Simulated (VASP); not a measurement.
Runs of VASP 6.6.1 on Al3Cu. It takes space group P4/mmm (No. 123, tetragonal). Conventional cell: a = 2.778 Å, b = 2.778 Å, c = 7.513 Å, α = 90.00°, β = 90.00°, γ = 90.00°. Al (site symmetry 4/mmm) has 16 Al at 2.78 to 3.93 Å and 2 Cu at 3.76 Å within 4.0 Å. Within 3.4 Å of Al (site symmetry 4mm) lie 4 Cu at 2.60 Å and 9 Al at 2.78 to 3.40 Å. Within 3.4 Å of Cu (site symmetry 4/mmm) lie 8 Al at 2.60 Å and 4 Cu at 2.78 Å. 

```csv
k mesh,smearing,further INCAR settings,gap on the mesh (eV),pressure (GPa),largest force (eV/Å)
16 × 16 × 6,fermi-dirac 0.2 eV,ALGO = Fast; EDIFF = 1e-06; NBANDS = 18,none,1.4,0.17
20 × 20 × 8,gaussian 0.1 eV,ALGO = Fast; EDIFF = 1e-07; NBANDS = 18,none,(a),0.16
16 × 16 × 6,fermi-dirac 0.5 eV,ALGO = Fast; EDIFF = 1e-07; NBANDS = 18,none,2.3,0.12
16 × 16 × 6,fermi-dirac 0.01 eV,ALGO = Fast; EDIFF = 1e-06; NBANDS = 18,none,1.1,0.22
16 × 16 × 6,fermi-dirac 0.05 eV,ALGO = Fast; EDIFF = 1e-06; NBANDS = 18,none,1.4,0.20
```

Alike in all rows: task single point; level PBEsol; potentials or basis VASP PAW PBE potentials, release 64 (Al, Cu); no spin polarisation; cell as given; cutoff (eV) 520.

Task: Fill in the values left out.

Result: (a) 1.2.

Caveats: the PAW data sets were made with another functional, which shifts forces and pressure a little; so wide a smearing shifts energies and pressures (at least some runs).

A gap of «none» marks levels without a gap at the run's occupations.
